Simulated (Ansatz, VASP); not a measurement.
# Ca: VASP beside Ansatz

File INCAR:

```
SYSTEM = Ca
ALGO     = Fast           ! electronic algorithm
EDIFF    = 1E-6           ! SCF threshold, eV
ENCUT    = 520            ! plane-wave cutoff, eV
GGA      = PE             ! functional
ISIF     = 2              ! what is computed and relaxed
ISMEAR   = 0              ! smearing method
LASPH    = .TRUE.         ! aspherical terms in the spheres
LCHARG   = .FALSE.        ! write CHGCAR
LREAL    = .FALSE.        ! projectors in reciprocal space
LWAVE    = .FALSE.        ! write WAVECAR
NBANDS   = 28             ! bands
NELM     = 80             ! most SCF steps
PREC     = Accurate       ! precision mode
SIGMA    = 0.1            ! smearing width, eV
```

File KPOINTS:

```
k-points
0
G
  12 12 4
  0 0 0
```

The input POSCAR:

```
Ca
1.0
    3.8649480004      0.0000000000      0.0000000000
   -1.9324740001      3.3471431526      0.0000000000
    0.0000000000      0.0000000000     12.7613179033
Ca
4
Direct
    0.0000000000      0.0000000000     -0.0109889447
    0.3333333300      0.6666666700      0.2500000000
    0.0000000000      0.0000000000      0.5109889447
    0.6666666700      0.3333333300      0.7500000000
```

Input for Ansatz:

```yaml
crystal:
  lattice:
    - [3.8649480004, 0.0, 0.0]
    - [-1.9324740001, 3.3471431526, 0.0]
    - [0.0, 0.0, 12.7613179033]
  atoms:
    - { symbol: Ca, position: [0.0, 0.0, -0.0109889447] }
    - { symbol: Ca, position: [0.33333333, 0.66666667, 0.25] }
    - { symbol: Ca, position: [0.0, 0.0, 0.5109889447] }
    - { symbol: Ca, position: [0.66666667, 0.33333333, 0.75] }
basis:
  ecutwfc: 420
kpoints:
  mp_grid: { grid: [12, 12, 4] }
hamiltonian:
  xc: pbe
scf:
  occupations: { method: gaussian, width: 0.1 }
output:
  forces: true
  stress: true
  eigenvalues: true
  populations: true
```

Alike in both runs: task single point; functional PBE; k mesh 12 × 12 × 4; occupations gaussian, width 0.1 eV; no spin polarisation.

|  | VASP | Ansatz |
| --- | --- | --- |
| version | VASP 6.6.1 | Ansatz 0.2.0 |
| potentials or method | VASP PAW PBE potentials, release 64 (Ca_sv), cutoff 520 eV | scalar-relativistic, plane waves, PAW |
| valence electrons in the cell | 40 | 40 |

```tsv
	VASP	Ansatz	Ansatz less VASP
gap on the k mesh at the Fermi level (eV)	none	none	-
pressure (GPa)	0.5	0.5	-0.01
rms of the force components (eV/Å)	0.117	0.117	-0.0004
```

Atom by atom the forces differ by 0.000 eV/Å (rms over components). A gap of «none» marks a metal or a gap that the smearing closes. With one functional, cell and mesh, what is left measures potentials, basis and numerics.
